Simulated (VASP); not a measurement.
A run of VASP 6.6.1 is set up as follows.

The input INCAR:

```
SYSTEM = GaSb
PREC = Accurate
ENCUT = 520
EDIFF = 1E-6
ISMEAR = 0
SIGMA = 0.15
LREAL = .False.
LASPH = .True.
NELM = 100
ALGO = Normal
ISIF = 2
LWAVE = .False.
LCHARG = .True.
GGA = PS
LELF = .True.
LVHAR = .True.
NBANDS = 16
```

The input KPOINTS:

```
Automatic mesh
0
Gamma
  18 18 18
  0 0 0
```

Contents of POSCAR:

```
GaSb
1.0
    0.0000000000      3.1320044496      3.1320044496
    3.1320044496      0.0000000000      3.1320044496
    3.1320044496      3.1320044496      0.0000000000
Ga Sb
1 1
Direct
    0.0000000000      0.0000000000      0.0000000000
    0.7500000000      0.7500000000      0.7500000000
```

Potentials or basis: VASP PAW PBE potentials, release 64 (Ga_d, Sb).

Command:

```sh
$ cat potpaw_PBE.64/Ga_d/POTCAR potpaw_PBE.64/Sb/POTCAR > POTCAR
$ mpirun -np 1 vasp_std > vasp.out
```

Problem. Predict the pressure.

Solution. -3.1 GPa.

Problem. What does it give for the band gap on the k mesh?

Solution. Zero (filled and empty bands touch).

Caveat: the cell differs from its parent crystal (strain +0.025 along x and y, +0.025 along z); the cell stands under tension; semilocal functionals underestimate gaps, so a narrow gap can read as zero; the PAW data sets were made with another functional, which shifts forces and pressure a little; spin-orbit coupling is left out, which moves the levels of the heavy elements.
